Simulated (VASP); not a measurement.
Runs of VASP 6.6.1 on Y. The structure is that of space group Fm-3m (No. 225), or close to it. The cells are those of the table. 

```tsv
task	level	cell	k mesh	cutoff (eV)	gap on the mesh (eV)	pressure (GPa)
single point	PBE	a = 3.580 Å, angles 60.0°, 1 atom	14 × 14 × 14	520	none	-0.1
single point	PBE	a = 3.567 Å, angles 60.0°, 1 atom	14 × 14 × 14	520	none	(a)
single point	PBE	a = 3.514 Å, angles 60.0°, 1 atom	6 × 6 × 6	520	none	(b)
single point	PBE	a = 3.583 Å, angles 60.0°, 1 atom	14 × 14 × 14	520	none	-0.2
single point	r2SCAN	a = 3.392 Å, angles 60.0°, 1 atom	14 × 14 × 14	520	none	9.3
relaxation of cell and atoms	PBE	relaxed from a = 3.514 Å, angles 60.0°, 1 atom	14 × 14 × 14	600	none	0.0
```

Alike in all rows: potentials or basis VASP PAW PBE potentials, release 64 (Y_sv); no spin polarisation; smearing gaussian 0.1 eV.

**Question.** Estimate the missing entries.

**Answer.** (a) 0.3; (b) 2.2.

Caveats: some runs use coarse meshes; the PAW data sets were made with another functional, which shifts forces and pressure a little (some runs).

A k mesh can miss the band edges, and the runs leave out spin-orbit coupling on Y.

A gap of «none» marks levels without a gap at the run's occupations.
